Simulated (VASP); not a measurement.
Wanted: the native input for a VASP 6.6.1 run.

```yaml
Task: single point
Functional: PBE
Potentials_or_basis: VASP PAW PBE potentials, release 64 (In_d)
Cutoff: 520 eV
k_mesh: 2 × 2 × 6
Occupations: gaussian, width 0.1 eV
Spin: no spin polarisation
Dipole_correction: no
Further_INCAR_settings: ALGO = Normal; EDIFF = 1e-06; NBANDS = 48
```

The structure of In lies in POSCAR:

```
In
1.0
    7.7244395200      0.0000000000      0.0000000000
    0.0000000000      7.7244395200      0.0000000000
    0.0000000000      0.0000000000      2.8324322000
In
6
Direct
    0.1767953900      0.3232046100      0.0000000000
    0.3232046100      0.8232046100      0.0000000000
    0.8232046100      0.6767953900      0.0000000000
    0.6767953900      0.1767953900      0.0000000000
    0.0000000000      0.0000000000      0.0000000000
    0.5000000000      0.5000000000      0.0000000000
```

The cell was built from a structure type or drawn by symmetry, and may not be a known phase.

The input as run:

INCAR

```
SYSTEM = In
PREC = Accurate
ENCUT = 520
EDIFF = 1E-6
ISMEAR = 0
SIGMA = 0.1
LREAL = .False.
LASPH = .True.
NELM = 60
ALGO = Normal
ISIF = 2
LWAVE = .False.
LCHARG = .False.
GGA = PE
NBANDS = 48
```

KPOINTS

```
Automatic mesh
0
Gamma
  2 2 6
  0 0 0
```

Potentials or basis: VASP PAW PBE potentials, release 64 (In_d).

Launch:

```sh
$ cat potpaw_PBE.64/In_d/POTCAR > POTCAR
$ mpirun -np 1 vasp_std > vasp.out
```

Results of the run:

| Quantity | Value |
| --- | --- |
| Pressure | 7.2 GPa |
| Largest force | 0.734 eV/Å |
| Band gap on the k mesh | zero (bands 39 and 40 overlap by 1.77 eV) |

Caveat: the k points lie up to 0.41 Å⁻¹ apart, too coarse for converged energies and pressures of a metal; spin-orbit coupling is left out, which moves the levels of the heavy elements.

It took 2.4 min on 1 thread of Intel Xeon 8259CL, with other jobs on the host, peak memory 0.3 GiB.
